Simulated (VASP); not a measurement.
# Si2Sn5 (P4mm) in VASP: further runs

The runs below take Si2Sn5 through single point, relaxation of cell and atoms, with PBE.

Program: VASP 6.6.1. These are calculated values, not measurements. Logs are shortened: lines on timing, memory, paths and dates and some standing lists are left out, and cuts for length are marked.

**1. The cell of the first run**

It takes space group P4mm (No. 99, tetragonal). Conventional cell: a = 5.090 Å, b = 5.090 Å, c = 6.994 Å, α = 90.00°, β = 90.00°, γ = 90.00°. Si (site symmetry 4mm) has 10 Sn at 2.88 to 3.61 Å within 3.8 Å. Si (site symmetry 4mm) has 12 Sn at 3.03 to 3.62 Å within 4.0 Å. Sn (site symmetry 2mm) has 4 Si at 3.11 to 3.37 Å and 8 Sn at 3.12 to 3.86 Å within 4.1 Å. Sn (site symmetry 2mm) has 4 Si at 2.88 to 3.03 Å and 8 Sn at 3.14 to 3.86 Å within 3.9 Å. Sn (site symmetry 4mm) has 8 Sn at 3.12 to 3.27 Å and 6 Si at 3.39 to 3.62 Å within 4.1 Å.

The cell was generated, and may not be a known phase.

**2. Single point, PBE**

Input file INCAR:

```
ALGO     = Fast           # electronic algorithm
EDIFF    = 1E-7           # SCF threshold, eV
ENCUT    = 520            # plane-wave cutoff, eV
GGA      = PE             # functional
ISIF     = 2              # what is computed and relaxed
ISMEAR   = 0              # smearing method
LASPH    = True           # aspherical terms in the spheres
LCHARG   = False          # write CHGCAR
LREAL    = False          # projectors in reciprocal space
LWAVE    = False          # write WAVECAR
NBANDS   = 48             # bands
NELM     = 60             # most SCF steps
PREC     = Accurate       # precision mode
SIGMA    = 0.2            # smearing width, eV
```

Input file KPOINTS:

```
k-points
0
Gamma
  4 4 2
```

Input file POSCAR:

```
Si2Sn5
1.0
    5.0899246259      0.0000000000      0.0000000000
    0.0000000000      5.0899246259      0.0000000000
    0.0000000000      0.0000000000      6.9938151359
Si Sn
2 5
Direct
    0.0000000000      0.0000000000     -0.0226566023
    0.5000000000      0.5000000000      0.5496133881
    0.5000000000      0.0000000000      0.2339754280
    0.0000000000      0.5000000000      0.2339754280
    0.5000000000      0.0000000000      0.7856189375
    0.0000000000      0.5000000000      0.7856189375
    0.0000000000      0.0000000000      0.4929983833
```

Potentials or basis: VASP PAW PBE potentials, release 64 (Si, Sn_d).

Started as:

```bash
$ cat potpaw_PBE.64/Si/POTCAR potpaw_PBE.64/Sn_d/POTCAR > POTCAR
$ mpirun -np 1 vasp_std > vasp.out
```

OUTCAR:

```text
EDIFF = 1E-7
   ENCUT = 520
   GGA = PE
   ISIF = 2
   ISMEAR = 0
   LASPH = True
   LREAL = False
   NELM = 60
   PREC = Accurate

 ion  position               nearest neighbor table
   1  0.000  0.000  0.977-   5 2.88   6 2.88   6 2.88   5 2.88   4 3.11   3 3.11   3 3.11   4 3.11
                             7 3.39
   2  0.500  0.500  0.550-   5 3.03   6 3.03   5 3.03   6 3.03   3 3.37   3 3.37   4 3.37   4 3.37

   3  0.500  0.000  0.234-   1 3.11   1 3.11   7 3.12   7 3.12   5 3.14   2 3.37   2 3.37   4 3.60
                             4 3.60   4 3.60   4 3.60
   4  0.000  0.500  0.234-   1 3.11   1 3.11   7 3.12   7 3.12   6 3.14   2 3.37   2 3.37   3 3.60
                             3 3.60   3 3.60   3 3.60
   5  0.500  0.000  0.786-   1 2.88   1 2.88   2 3.03   2 3.03   3 3.14   7 3.27   7 3.27   6 3.60
                             6 3.60   6 3.60   6 3.60
   6  0.000  0.500  0.786-   1 2.88   1 2.88   2 3.03   2 3.03   4 3.14   7 3.27   7 3.27   5 3.60
                             5 3.60   5 3.60   5 3.60
   7  0.000  0.000  0.493-   3 3.12   4 3.12   4 3.12   3 3.12   5 3.27   6 3.27   6 3.27   5 3.27
                             1 3.39

  LATTYP: Found a simple tetragonal cell.
 ALAT       =     5.0899246259
 C/A-ratio  =     1.3740508259

  Lattice vectors:

 A1 = (   5.0899246259,   0.0000000000,   0.0000000000)
 A2 = (   0.0000000000,   5.0899246259,   0.0000000000)
 A3 = (   0.0000000000,   0.0000000000,   6.9938151359)

Analysis of symmetry for initial positions (statically):
=====================================================================
 Subroutine PRICEL returns:
 Original cell was already a primitive cell.

 Routine SETGRP: Setting up the symmetry group for a
 simple tetragonal supercell.

 Subroutine GETGRP returns: Found  8 space group operations
 (whereof  8 operations were pure point group operations)
 out of a pool of 16 trial point group operations.

The static configuration has the point symmetry C_4v.

Analysis of symmetry for dynamics (positions and initial velocities):
=====================================================================
 Subroutine PRICEL returns:
 Original cell was already a primitive cell.

 Routine SETGRP: Setting up the symmetry group for a
 simple tetragonal supercell.

 Subroutine GETGRP returns: Found  8 space group operations
 (whereof  8 operations were pure point group operations)
 out of a pool of 16 trial point group operations.

The dynamic configuration has the point symmetry C_4v.

 Subroutine INISYM returns: Found  8 space group operations
 (whereof  8 operations are pure point group operations),
 and found     1 'primitive' translations

----------------------------------------------------------------------------------------

                                     Primitive cell

  volume of cell :     181.1911

  direct lattice vectors                    reciprocal lattice vectors
     5.089924626  0.000000000  0.000000000     0.196466564  0.000000000  0.000000000
     0.000000000  5.089924626  0.000000000     0.000000000  0.196466564  0.000000000
     0.000000000  0.000000000  6.993815136     0.000000000  0.000000000  0.142983476

  length of vectors
     5.089924626  5.089924626  6.993815136     0.196466564  0.196466564  0.142983476

  position of ions in fractional coordinates (direct lattice)
     0.000000000  0.000000000  0.977343398
     0.500000000  0.500000000  0.549613388
     0.500000000  0.000000000  0.233975428
     0.000000000  0.500000000  0.233975428
     0.500000000  0.000000000  0.785618937
     0.000000000  0.500000000  0.785618937
     0.000000000  0.000000000  0.492998383

  ion indices of the primitive-cell ions
   primitive index   ion index
                 1           1
                 2           2
                 3           3
                 4           4
                 5           5
                 6           6
                 7           7

----------------------------------------------------------------------------------------

 KPOINTS: k-points

[... 46 lines left out ...]
   LRPA    =     F    only Hartree local field effects (RPA)
 non-spin polarized calculation
 RMM-DIIS sequential band-by-band and
 Gauss-broadening in eV      SIGMA  =   0.20
  energy-cutoff  :      520.00
  volume of cell :      181.19
 maximum number of plane-waves:      4898
 NGX is ok and might be reduce to    40
   NGX = 19   NGY = 19   NGZ = 27

 number of electron      78.0000037 magnetization

 Free energy of the ion-electron system (eV)
  ---------------------------------------------------
  ext. energy  EPLUGINS =         0.00000000
  ---------------------------------------------------
  free energy    TOTEN  =       -27.78918750 eV

  energy without entropy =      -27.73835344  energy(sigma->0) =      -27.76377047

 E-fermi :   7.4529     XC(G=0): -10.0337

 val. band max:        7.2990816996   @ k =   0.2500   0.2500   0.0000
 cond. band min:       7.4536513019   @ k =   0.2500   0.0000   0.0000
 fundamental gap:      0.1545696023
 Fermi energy:         7.4528766493

 k-point     1 :       0.0000    0.0000    0.0000
  band No.  band energies     occupation
      1     -14.3309      2.00000
      2     -14.3309      2.00000
      3     -14.3071      2.00000
      4     -14.3044      2.00000
      5     -14.2837      2.00000
      6     -14.2294      2.00000
[... 40 lines left out ...]
     47      10.6630      0.00000
     48      11.2074      0.00000

 k-point     2 :       0.2500    0.0000    0.0000
  band No.  band energies     occupation
      1     -14.3323      2.00000
      2     -14.3303      2.00000
      3     -14.3121      2.00000
      4     -14.2926      2.00000
      5     -14.2732      2.00000
      6     -14.2216      2.00000
[... 40 lines left out ...]
     47      10.1269      0.00000
     48      10.9460      0.00000

 k-point     3 :       0.5000    0.0000    0.0000
  band No.  band energies     occupation
      1     -14.3334      2.00000
      2     -14.3281      2.00000
      3     -14.3169      2.00000
      4     -14.2812      2.00000
      5     -14.2634      2.00000
      6     -14.2241      2.00000
[... 448 lines left out ...]
     47      10.8520      0.00000
     48      11.1130      0.00000

 k-point    12 :       0.5000    0.5000    0.5000
  band No.  band energies     occupation
      1     -14.3271      2.00000
      2     -14.3230      2.00000
      3     -14.3230      2.00000
      4     -14.2605      2.00000
      5     -14.2550      2.00000
      6     -14.2240      2.00000
[... 40 lines left out ...]
     47      11.2598      0.00000
     48      11.4117      0.00000

------------------------ aborting loop because EDIFF is reached ----------------------------------------

  FORCE on cell =-STRESS in cart. coord.  units (eV):
  Direction    XX          YY          ZZ          XY          YZ          ZX
  --------------------------------------------------------------------------------------
  -------------------------------------------------------------------------------------
  Total        0.1708414      0.1708414     -0.6489430      0.0000000     -0.0000000      0.0000000
  in kB        1.5106607      1.5106607     -5.7382607      0.0000000     -0.0000000      0.0000000
  external PRESSURE =      -0.9056465 kB  Pullay stress =       0.0000000 kB

 VOLUME and BASIS-vectors are now :
 -----------------------------------------------------------------------------
  energy-cutoff  :      520.00
  volume of cell :      181.19
      direct lattice vectors                 reciprocal lattice vectors
     5.089924626  0.000000000  0.000000000     0.196466564  0.000000000  0.000000000
     0.000000000  5.089924626  0.000000000     0.000000000  0.196466564  0.000000000
     0.000000000  0.000000000  6.993815136     0.000000000  0.000000000  0.142983476

 POSITION                                       TOTAL-FORCE (eV/Angst)
 -----------------------------------------------------------------------------------
      0.00000      0.00000      6.83536         0.000000     -0.000000     -0.053465
      2.54496      2.54496      3.84389         0.000000     -0.000000      0.061055
      2.54496      0.00000      1.63638         0.000000     -0.000000      0.001329
      0.00000      2.54496      1.63638         0.000000     -0.000000      0.001329
      2.54496      0.00000      5.49447         0.000000      0.000000     -0.019235
      0.00000      2.54496      5.49447         0.000000      0.000000     -0.019235
      0.00000      0.00000      3.44794         0.000000     -0.000000      0.028222
 -----------------------------------------------------------------------------------
    total drift:                               -0.000000      0.000000      0.000327

  FREE ENERGIE OF THE ION-ELECTRON SYSTEM (eV)
  ---------------------------------------------------
  free  energy   TOTEN  =       -27.7891875042 eV

  energy  without entropy=      -27.7383534418  energy(sigma->0) =      -27.76377047
```

Wall time 84 s (1 thread of Intel Xeon Platinum 8488C (Sapphire Rapids), shared host); peak memory 0.31 GiB.

Results:

```
Free energy            : -27.7892 eV
Pressure               : -0.1 GPa
Largest force          : 0.061 eV/Å
Band gap on the k mesh : zero (bands 39 and 40 overlap by 3.64 eV)
```

Forces in eV/Å, atoms in the order of the input:
```
Si   0.000  0.000 -0.053
Si   0.000  0.000  0.061
Sn   0.000  0.000  0.001
Sn   0.000  0.000  0.001
Sn   0.000  0.000 -0.019
Sn   0.000  0.000 -0.019
Sn   0.000  0.000  0.028
```

Levels at points of the mesh, in eV from the Fermi level:
```
           k point  band 36  band 37  band 38  band 39  band 40  band 41  band 42  band 43
(0.00, 0.00, 0.00)    -1.51    -1.51    -1.40    -1.40    -1.24     0.72     0.72     0.94
(0.50, 0.00, 0.00)    -1.68    -1.36    -0.67    -0.60     0.27     0.49     0.59     1.60
(0.50, 0.50, 0.00)    -3.34    -1.86     2.39     2.39     2.44     2.53     2.75     2.75
(0.00, 0.00, 0.50)    -3.45    -2.14     0.14     0.14     0.42     0.56     0.78     1.42
(0.50, 0.00, 0.50)    -2.36    -2.27    -2.25    -0.87    -0.60    -0.42     1.41     2.14
(0.50, 0.50, 0.50)    -1.48    -1.48    -0.98    -0.98     0.09     1.61     2.71     2.93
```

Caveat: the k points lie up to 0.45 Å⁻¹ apart, too coarse for converged energies and pressures of a metal; spin-orbit coupling is left out, which moves the levels of the heavy elements.

**3. Single point, PBE**

This run uses another cell than the first one, of 32.21 Å³/atom.

Input file INCAR:

```
PREC = Accurate
ENCUT = 520
EDIFF = 1E-6
ISMEAR = 0
SIGMA = 0.2
LREAL = F
LASPH = T
NELM = 100
ALGO = Fast
ISIF = 2
LWAVE = F
LCHARG = T
GGA = PE
LELF = T
LVHAR = T
NBANDS = 48
```

Input file KPOINTS:

```
Automatic mesh
0
Gamma
  4 4 2
```

Input file POSCAR:

```
Si2Sn5
1.0
    5.0614303234      0.0000000000      0.0000000000
    0.0000000000      5.0614303234      0.0000000000
    0.0000000000      0.0000000000      8.8011033257
Si Sn
2 5
Direct
    0.5000000000      0.5000000000      0.9017669475
    0.5000000000      0.5000000000      0.6056508466
    0.0000000000      0.5000000000      0.0916148596
    0.5000000000      0.0000000000      0.0916148596
    0.0000000000      0.5000000000      0.7262136634
    0.5000000000      0.0000000000      0.7262136634
    0.5000000000      0.5000000000      0.3090816898
```

Potentials or basis: VASP PAW PBE potentials, release 64 (Si, Sn_d).

Started as:

```bash
$ cat potpaw_PBE.64/Si/POTCAR potpaw_PBE.64/Sn_d/POTCAR > POTCAR
$ mpirun -np 1 vasp_std > vasp.out
```

Run time: 2 min. Hardware: 1 thread of Intel Xeon Platinum 8488C (Sapphire Rapids), shared host; peak memory 0.36 GiB.

It converged, with:

```yaml
Free_energy: -27.1987 eV
Pressure: -0.1 GPa
Largest_force: 0.060 eV/Å
Band_gap_on_the_k_mesh: zero (bands 39 and 40 overlap by 1.47 eV)
```

Forces in eV/Å, atoms in the order of the input:
```
Si   0.000  0.000 -0.040
Si   0.000  0.000  0.060
Sn   0.000  0.000 -0.009
Sn   0.000  0.000 -0.009
Sn   0.000  0.000  0.001
Sn   0.000  0.000  0.001
Sn   0.000  0.000 -0.004
```

Levels at points of the mesh, in eV from the Fermi level:
| k point | band 37 | band 38 | band 39 | band 40 | band 41 | band 42 |
| --- | --- | --- | --- | --- | --- | --- |
| (0.00, 0.00, 0.00) | -2.19 | -0.60 | -0.17 | -0.11 | -0.11 | 1.53 |
| (0.50, 0.00, 0.00) | -1.13 | -0.26 | 0.07 | 0.13 | 0.96 | 0.97 |
| (0.50, 0.50, 0.00) | -1.65 | -0.99 | 1.19 | 1.19 | 2.04 | 2.04 |
| (0.00, 0.00, 0.50) | -1.28 | 0.12 | 0.87 | 1.00 | 1.00 | 1.17 |
| (0.50, 0.00, 0.50) | -0.75 | -0.23 | 0.16 | 0.88 | 0.89 | 1.22 |
| (0.50, 0.50, 0.50) | -1.92 | -0.50 | -0.50 | 2.50 | 2.57 | 2.88 |

Caveat: spin-orbit coupling is left out, which moves the levels of the heavy elements.

**4. Relaxation of cell and atoms, PBE**

This run uses another cell than the first one, of 28.55 Å³/atom.

Input file INCAR:

```
PREC = Accurate
ENCUT = 600
EDIFF = 1E-6
ISMEAR = 0
SIGMA = 0.2
LREAL = F
LASPH = T
NELM = 80
ALGO = Fast
ISIF = 3
LWAVE = F
LCHARG = F
GGA = PE
IBRION = 2
NSW = 36
EDIFFG = -0.08
```

Input file KPOINTS:

```
regular mesh
0
Gamma
  4 4 2
```

Input file POSCAR:

```
Si2Sn5
1.0
    4.6957298900      0.0000000000      0.0000000000
    0.0000000000      4.6957298900      0.0000000000
    0.0000000000      0.0000000000      9.0638554900
Si Sn
2 5
Direct
    0.5000000000      0.5000000000      0.9458617300
    0.5000000000      0.5000000000      0.5472211200
    0.0000000000      0.5000000000      0.1747051800
    0.5000000000      0.0000000000      0.1747051800
    0.0000000000      0.5000000000      0.7238756300
    0.5000000000      0.0000000000      0.7238756300
    0.5000000000      0.5000000000      0.1619120600
```

Started as:

```bash
$ cat potpaw_PBE.64/Si/POTCAR potpaw_PBE.64/Sn_d/POTCAR > POTCAR
$ mpirun -np 1 vasp_std > vasp.out
```

Run time: 47 min. Hardware: 1 thread of Intel Xeon Platinum 8488C (Sapphire Rapids), shared host; peak memory 0.42 GiB.

The run converged. Its results:

| Quantity | Value |
| --- | --- |
| Free energy | -27.1924 eV |
| Relaxed volume | 32.11 Å³/atom |
| Relaxed cell | a = 5.051 Å, b = 5.051 Å, c = 8.809 Å, α = 90.00°, β = 90.00°, γ = 90.00° |
| Space group after relaxing (to 0.1 Å) | P4mm (No. 99) |
| Energy gained by relaxing | 1713.7 meV/atom |
| Ionic steps | 27 |
| Pressure after relaxing | 0.1 GPa |
| Largest force after relaxing | 0.067 eV/Å |
| Band gap on the k mesh | zero (bands 39 and 40 overlap by 1.45 eV) |

Forces on the atoms (eV/Å):
```
Si   0.000  0.000 -0.004
Si   0.000  0.000  0.049
Sn   0.000  0.000  0.032
Sn   0.000  0.000  0.032
Sn   0.000  0.000 -0.067
Sn   0.000  0.000 -0.067
Sn   0.000  0.000  0.026
```

Step by step:
```csv
step,energy change (eV),largest force (eV/Å),pressure (GPa),volume (Å³)
1,0.0000,15.6957,26.03,199.86
2,-6.8656,1.1065,-4.33,366.11
3,-7.8404,1.3033,-0.08,277.40
4,-7.8830,1.1418,-1.53,294.18
5,-7.8882,1.1813,-1.28,289.55
6,-8.7271,1.2083,-1.79,280.89
7,-9.7757,1.8108,-1.00,248.58
8,-9.8565,2.4857,1.75,232.96
9,-9.9559,0.7226,0.40,238.98
10,-10.2856,0.8245,0.70,237.77
11,-11.2071,1.9759,1.41,231.53
12,-10.0210,2.7250,8.85,209.10
13,-11.2968,1.9792,2.49,225.48
14,-11.3823,1.9830,1.78,228.54
15,-11.5685,1.4438,0.32,234.31
16,-11.6148,1.1084,-0.51,238.17
17,-11.7322,1.0085,-0.50,236.24
18,-11.8450,0.6576,-0.05,232.00
19,-11.9071,0.4205,-0.15,230.55
20,-11.9471,0.3206,-0.04,228.39
21,-11.9840,0.1566,-0.29,227.65
22,-11.9855,0.1354,-0.30,227.47
23,-11.9914,0.1171,0.07,225.01
24,-11.9919,0.1071,0.35,224.15
25,-11.9918,0.1167,0.09,224.53
26,-11.9918,0.1112,0.18,224.32
27,-11.9956,0.0673,0.09,224.77
```

Final structure:
```
Si Sn
1.0
     5.05116    0.00000    0.00000
     0.00000    5.05116    0.00000
     0.00000    0.00000    8.80948
Si Sn
2 5
Direct
  0.50000 0.50000 0.90132
  0.50000 0.50000 0.60509
  0.00000 0.50000 0.09043
  0.50000 0.00000 0.09043
  0.00000 0.50000 0.72840
  0.50000 0.00000 0.72840
  0.50000 0.50000 0.30809
```

Levels at points of the mesh, in eV from the Fermi level:
| k point | band 36 | band 37 | band 38 | band 39 | band 40 | band 41 | band 42 | band 43 |
| --- | --- | --- | --- | --- | --- | --- | --- | --- |
| (0.00, 0.00, 0.00) | -2.18 | -2.18 | -0.59 | -0.18 | -0.11 | -0.11 | 1.55 | 1.84 |
| (0.50, 0.00, 0.00) | -1.49 | -1.14 | -0.28 | 0.07 | 0.11 | 0.96 | 0.99 | 1.11 |
| (0.50, 0.50, 0.00) | -1.84 | -1.66 | -1.01 | 1.19 | 1.19 | 2.05 | 2.05 | 2.56 |
| (0.00, 0.00, 0.50) | -2.51 | -1.25 | 0.10 | 0.85 | 0.99 | 0.99 | 1.15 | 1.73 |
| (0.50, 0.00, 0.50) | -1.91 | -0.74 | -0.25 | 0.15 | 0.87 | 0.91 | 1.22 | 1.33 |
| (0.50, 0.50, 0.50) | -2.36 | -1.92 | -0.49 | -0.49 | 2.49 | 2.58 | 2.86 | 2.96 |

Caveat: spin-orbit coupling is left out, which moves the levels of the heavy elements; the relaxation stopped at a loose force limit of 0.08 eV/Å, so its end isn't a converged minimum.

**5. Overview**

| task | cell | cutoff (eV) | gap on the mesh (eV) | pressure (GPa) | largest force (eV/Å) |
| --- | --- | --- | --- | --- | --- |
| single point | a = 5.090, b = 5.090, c = 6.994 Å, 7 atoms, atomic positions A | 520 | none | -0.1 | 0.06 |
| single point | a = 5.061, b = 5.061, c = 8.801 Å, 7 atoms, atomic positions B | 520 | none | -0.1 | 0.06 |
| relaxation of cell and atoms | relaxed from a = 4.696, b = 4.696, c = 9.064 Å, 7 atoms, atomic positions C | 600 | none | 0.1 | 0.07 |

Alike in all rows: level PBE; potentials or basis VASP PAW PBE potentials, release 64 (Si, Sn_d); no spin polarisation; k mesh 4 × 4 × 2; smearing gaussian 0.2 eV.

Caveats: some runs use coarse meshes; spin-orbit coupling is left out, which moves the levels of the heavy elements; the relaxation stopped at a loose force limit of 0.08 eV/Å, so its end isn't a converged minimum (at least some runs).

Absolute energies hang on the potentials; compare differences alone.

The gap in the log of VASP goes by the Fermi energy; the results here count the filled bands.